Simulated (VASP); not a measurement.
Here is a VASP 6.6.1 calculation.

The input INCAR:

```
SYSTEM = C19O
  ALGO = Normal
  EDIFF = 1E-6
  ENCUT = 520
  GGA = CA
  ISIF = 2
  ISMEAR = 0
  LASPH = .TRUE.
  LCHARG = .TRUE.
  LELF = .TRUE.
  LREAL = Auto
  LVHAR = .TRUE.
  LWAVE = .FALSE.
  NBANDS = 57
  NELM = 80
  PREC = Accurate
  SIGMA = 0.05
```

Contents of KPOINTS:

```
k-points
0
G
  2 2 1
  0 0 0
```

The input POSCAR:

```
C19O
1.0
    7.3980000000      0.0000000000      0.0000000000
   -3.6990000000      6.4068560000      0.0000000000
    0.0000000000      0.0000000000     12.0000000000
C O
19 1
Direct
    0.0090187081      0.0056135178      0.0708823333
    0.2299886545      0.1161568170      0.0706825833
    0.0091686782      0.3369437365      0.0709555833
    0.2298759388      0.4473309530      0.0708990000
    0.0070661289      0.6701906520      0.0707169167
    0.2320026197      0.7827275968      0.0704010833
    0.3424589170      0.0036504644      0.0702866667
    0.5632274458      0.1140634345      0.0706040000
    0.3404045224      0.3369039354      0.0708628333
    0.5653839133      0.4493528495      0.0709215000
    0.3423588461      0.6723205579      0.0707420000
    0.5633546775      0.7828204661      0.0709320000
    0.6737191051      0.0035755447      0.0708647500
    0.8986764507      0.1160333555      0.0710056667
    0.6757587303      0.3389862360      0.0708816667
    0.8966809588      0.4494386950      0.0709304167
    0.6758560888      0.6702917937      0.0709769167
    0.8965666203      0.7806390529      0.0708440000
    0.4906726490      0.9715667092      0.3190695833
    0.3283910181      0.8366014469      0.3337278333
```

Potentials or basis: VASP PAW LDA potentials, release 64 (C, O).

Run with:

```sh
$ cat potpaw_LDA.64/C/POTCAR potpaw_LDA.64/O/POTCAR > POTCAR
$ mpirun -np 1 vasp_std > vasp.out
```

Q: Estimate the largest force.

A: 1.135 eV/Å.

Q: What does it give for the band gap on the k mesh?

A: 0.22 eV, direct.

Forces in eV/Å, atoms in the order of the input:
```
C   -0.027  0.011  0.000
C    0.018  0.009  0.000
C   -0.004  0.023  0.003
C   -0.014  0.002  0.003
C    0.007 -0.020  0.002
C    0.005 -0.024  0.004
C    0.012  0.019  0.000
C   -0.025 -0.001 -0.001
C    0.001 -0.019  0.003
C    0.004 -0.018  0.000
C   -0.025 -0.005  0.001
C    0.015  0.021 -0.001
C    0.024 -0.021 -0.002
C    0.011 -0.027 -0.002
C   -0.023 -0.001 -0.002
C    0.010  0.017  0.002
C    0.012  0.023  0.003
C   -0.022  0.001  0.001
C    0.706  0.870 -0.178
O   -0.687 -0.859  0.165
```

Caveat: the k points lie up to 0.49 Å⁻¹ apart.
